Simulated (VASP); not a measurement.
# CuI (F-43m) in VASP: vibrations by perturbation theory with PBE

Aim: the vibrations by perturbation theory of CuI with PBE.

All numbers are computed with VASP 6.6.1; they aren't measurements. Logs are shortened: lines on timing, memory, paths and dates and some standing lists are left out, and cuts for length are marked.

### 1 The cell of the first run

The structure is cubic, space group F-43m (No. 216). The conventional cell has a = 6.079 Å, b = 6.079 Å, c = 6.079 Å, α = 90.00°, β = 90.00°, γ = 90.00°. Cu (site symmetry -43m) has 4 I at 2.63 Å within 3.5 Å. I (site symmetry -43m) has 4 Cu at 2.63 Å within 3.5 Å.

### 2 Vibrations by perturbation theory, PBE

File INCAR:

```
ALGO = Normal
EDIFF = 1E-8
ENCUT = 520
GGA = PE
IBRION = 8
ISIF = 2
ISMEAR = 0
LASPH = T
LCHARG = F
LEPSILON = T
LREAL = F
LWAVE = F
NELM = 100
NSW = 1
PREC = Accurate
SIGMA = 0.01
```

File KPOINTS:

```
k-points
0
Gamma
  12 12 12
```

File POSCAR:

```
CuI
1.0
    0.0000000000      3.0395571039      3.0395571039
    3.0395571039      0.0000000000      3.0395571039
    3.0395571039      3.0395571039      0.0000000000
Cu I
1 1
Direct
    0.0000000000      0.0000000000      0.0000000000
    0.2500000000      0.2500000000      0.2500000000
```

Potentials or basis: VASP PAW PBE potentials, release 64 (Cu, I).

On the command line:

```sh
$ cat potpaw_PBE.64/Cu/POTCAR potpaw_PBE.64/I/POTCAR > POTCAR
$ mpirun -np 1 vasp_std > vasp.out
```

OUTCAR:

```text
EDIFF = 1E-8
   ENCUT = 520
   GGA = PE
   IBRION = 8
   ISIF = 2
   ISMEAR = 0
   LASPH = T
   LEPSILON = T
   LREAL = F
   NELM = 100
   NSW = 1
   PREC = Accurate

 ion  position               nearest neighbor table
   1  0.000  0.000  0.000-   2 2.63   2 2.63   2 2.63   2 2.63
   2  0.250  0.250  0.250-   1 2.63   1 2.63   1 2.63   1 2.63

  LATTYP: Found a face centered cubic cell.
 ALAT       =     6.0791142078

  Lattice vectors:

 A1 = (   0.0000000000,   3.0395571039,   3.0395571039)
 A2 = (   3.0395571039,   0.0000000000,   3.0395571039)
 A3 = (   3.0395571039,   3.0395571039,   0.0000000000)

Analysis of symmetry for initial positions (statically):
=====================================================================
 Subroutine PRICEL returns:
 Original cell was already a primitive cell.

 Routine SETGRP: Setting up the symmetry group for a
 face centered cubic supercell.

 Subroutine GETGRP returns: Found 24 space group operations
 (whereof 24 operations were pure point group operations)
 out of a pool of 48 trial point group operations.

The static configuration has the point symmetry T_d .

Analysis of symmetry for dynamics (positions and initial velocities):
=====================================================================
 Subroutine PRICEL returns:
 Original cell was already a primitive cell.

 Routine SETGRP: Setting up the symmetry group for a
 face centered cubic supercell.

 Subroutine GETGRP returns: Found 24 space group operations
 (whereof 24 operations were pure point group operations)
 out of a pool of 48 trial point group operations.

The dynamic configuration has the point symmetry T_d .

 Subroutine INISYM returns: Found 24 space group operations
 (whereof 24 operations are pure point group operations),
 and found     1 'primitive' translations

----------------------------------------------------------------------------------------
[... 615 lines left out ...]
     0.00000 -2.82804  0.00260

 MACROSCOPIC STATIC DIELECTRIC TENSOR (including local field effects in DFT)
 ------------------------------------------------------
           6.333868     0.000000     0.000000
          -0.000000     6.333868     0.000000
           0.000000    -0.000000     6.333868
 ------------------------------------------------------

 PIEZOELECTRIC TENSOR (including local field effects)  for field in x, y, z        (e  Angst)
          XX          YY          ZZ          XY          YZ          ZX
  --------------------------------------------------------------------------------
  x     0.00000    -0.00000     0.00000     0.00000    -1.18671     0.00000
  y     0.00000    -0.00000     0.00000     0.00000     0.00000    -1.18671
  z    -0.00000    -0.00000     0.00000    -1.18671     0.00000     0.00000

 PIEZOELECTRIC TENSOR (including local field effects)  for field in x, y, z        (C/m^2)
          XX          YY          ZZ          XY          YZ          ZX
  --------------------------------------------------------------------------------
  x     0.00000    -0.00000     0.00000     0.00000    -0.33853     0.00000
  y     0.00000    -0.00000     0.00000     0.00000     0.00000    -0.33853
  z    -0.00000    -0.00000     0.00000    -0.33853     0.00000     0.00000

 BORN EFFECTIVE CHARGES (including local field effects) (in |e|, cummulative output)
 ---------------------------------------------------------------------------------
 ion    1
    1     1.11505    -0.00000    -0.00000
    2     0.00000     1.11505    -0.00000
    3    -0.00000     0.00000     1.11505
 ion    2
    1    -1.11505     0.00000     0.00000
    2     0.00000    -1.11505     0.00000
    3     0.00000    -0.00000    -1.11505

 INTERNAL STRAIN TENSOR FOR ION    2 for displacements in x,y,z  (eV/Angst):
          X           Y           Z          XY          YZ          ZX
  --------------------------------------------------------------------------------
  x     0.00000     0.00000     0.00000     0.00000    -2.82804     0.00000
  y    -0.00000     0.00000    -0.00000     0.00000     0.00000    -2.82804
  z     0.00000     0.00000     0.00000    -2.82804     0.00000     0.00000

 SECOND DERIVATIVES (NOT SYMMETRIZED)
 ------------------------------------
               1X          1Y          1Z          2X          2Y          2Z
  1X    -2.375965    0.000000    0.000000    2.375965    0.000000    0.000000
  1Y     0.000000   -2.375965    0.000000    0.000000    2.375965    0.000000
  1Z     0.000000    0.000000   -2.375965    0.000000    0.000000    2.375965
  2X     2.350433    0.000000    0.000000   -2.350433    0.000000    0.000000
  2Y     0.000000    2.350433    0.000000    0.000000   -2.350433    0.000000
  2Z     0.000000    0.000000    2.350433    0.000000    0.000000   -2.350433

 Eigenvectors and eigenvalues of the dynamical matrix
 ----------------------------------------------------

   1 f  =    3.696587 THz    23.226338 2PiTHz  123.304854 cm-1    15.287847 meV
             X         Y         Z           dx          dy          dz
      0.000000  0.000000  0.000000     0.000000    0.817761    0.000000
      1.519779  1.519779  1.519779     0.000000   -0.575558    0.000000
[... 21 lines left out ...]
   6 f/i=    0.009399 THz     0.059055 2PiTHz    0.313511 cm-1     0.038870 meV
             X         Y         Z           dx          dy          dz
      0.000000  0.000000  0.000000     0.000000    0.000000   -0.575558
      1.519779  1.519779  1.519779     0.000000    0.000000   -0.817761

--------------------------------------------------------------------------------------------------------

 MACROSCOPIC STATIC DIELECTRIC TENSOR IONIC CONTRIBUTION
 ------------------------------------------------------
           1.695063     0.000000     0.000000
           0.000000     1.695063    -0.000000
           0.000000    -0.000000     1.695063
 ------------------------------------------------------

 ELASTIC MODULI CONTR FROM IONIC RELAXATION (kBar)
 Direction    XX          YY          ZZ          XY          YZ          ZX
 --------------------------------------------------------------------------------
 XX          -0.0000     -0.0000     -0.0000      0.0000      0.0000     -0.0000
 YY          -0.0000     -0.0000     -0.0000      0.0000      0.0000      0.0000
 ZZ          -0.0000     -0.0000     -0.0000      0.0000      0.0000     -0.0000
 XY           0.0000      0.0000      0.0000   -106.6636     -0.0000      0.0000
 YZ           0.0000      0.0000      0.0000     -0.0000   -106.6636     -0.0000
 ZX          -0.0000      0.0000     -0.0000      0.0000     -0.0000   -106.6636
 --------------------------------------------------------------------------------

 PIEZOELECTRIC TENSOR IONIC CONTR  for field in x, y, z        (C/m^2)
          XX          YY          ZZ          XY          YZ          ZX
  --------------------------------------------------------------------------------
  x    -0.00000    -0.00000    -0.00000     0.00000     0.40010     0.00000
  y     0.00000    -0.00000     0.00000    -0.00000     0.00000     0.40010
  z    -0.00000    -0.00000    -0.00000     0.40010     0.00000    -0.00000
```

OSZICAR:

```text
N       E                     dE             d eps       ncg     rms          rms(c)
DAV:   1     0.105892083605E+03    0.10589E+03   -0.78863E+03  1880   0.146E+03
DAV:   2     0.212005631548E+01   -0.10377E+03   -0.97667E+02  1907   0.265E+02
DAV:   3    -0.551480409262E+01   -0.76349E+01   -0.75175E+01  2516   0.829E+01
DAV:   4    -0.576783813918E+01   -0.25303E+00   -0.25285E+00  2333   0.136E+01
[... 204 lines left out ...]
RMM:  13    -0.786859764924E-01    0.73693E-07    0.62158E-10 12305   0.297E-05    0.314E-06
RMM:  14    -0.786859384849E-01    0.38008E-07    0.22911E-10 12806   0.147E-05    0.903E-06
RMM:  15    -0.786859569786E-01   -0.18494E-07   -0.42130E-10 11028   0.667E-06    0.522E-07
RMM:  16    -0.786859576133E-01   -0.63470E-09   -0.65328E-11 12011   0.293E-06    0.963E-07
 Linear response finished
```

It took 8.7 min on 1 thread of Intel Xeon 6975P-C (Granite Rapids), shared host; peak memory 0.61 GiB.

Results:

```
Electronic dielectric tensor (diagonal)                 : 6.33
Born charges (mean of the diagonal)                     : Cu +1.12; I -1.12 e
Highest phonon frequency at Γ, LO-TO splitting left out : 123 cm⁻¹
```

Phonon frequencies in cm⁻¹ (negative: imaginary):
```tsv
q point	frequencies
(0.000, 0.000, 0.000)	0 0 0 123 123 123
```

Electronic dielectric tensor:
```
6.33 0.00 0.00
0.00 6.33 0.00
0.00 0.00 6.33
```

Born effective charge tensors (e):
atom 1, Cu
```
1.12 0.00 0.00
0.00 1.12 0.00
0.00 0.00 1.12
```
atom 2, I
```
-1.12  0.00  0.00
 0.00 -1.12  0.00
 0.00  0.00 -1.12
```

Caveat: spin-orbit coupling is left out, which moves the levels of the heavy elements.
